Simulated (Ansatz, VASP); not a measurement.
GdN: VASP beside Ansatz

```xyz
2
Lattice="0.0000 2.4842 2.4842 2.4842 0.0000 2.4842 2.4842 2.4842 0.0000" Properties=species:S:1:pos:R:3 pbc="T T T"
Gd    0.0000    0.0000    0.0000
N     2.4842    2.4842    2.4842
```

Alike in both runs: task single point; functional PBE; k mesh 10 × 10 × 10; occupations gaussian, width 0.05 eV; collinear spin; Hubbard terms Gd f U = 6.0 eV.

```csv
,VASP,Ansatz
version,VASP 6.6.1,Ansatz 0.2.0
potentials or method,"VASP PAW PBE potentials, release 64 (Gd, N), cutoff 520 eV","scalar-relativistic, plane waves, PAW"
valence electrons in the cell,23,23
```

|  | VASP | Ansatz | Ansatz less VASP |
| --- | --- | --- | --- |
| gap on the k mesh at the Fermi level (eV) | none | none | - |
| pressure (GPa) | 3.5 | 3.2 | -0.36 |
| net moment per atom (μB) | 3.50 | 3.50 | 0.000 |
| size of the moment on the site where the two differ most (μB) | 6.87 | 6.93 | +0.059 |

Site moments also hang on the region over which each program counts them. The programs project onto different local orbitals, so the same U acts differently, and such runs can settle in different states. A gap of «none» marks a metal or a gap that the smearing closes. Ansatz's warnings: filled band counts differ across k points.

Neither program's run includes spin-orbit coupling.
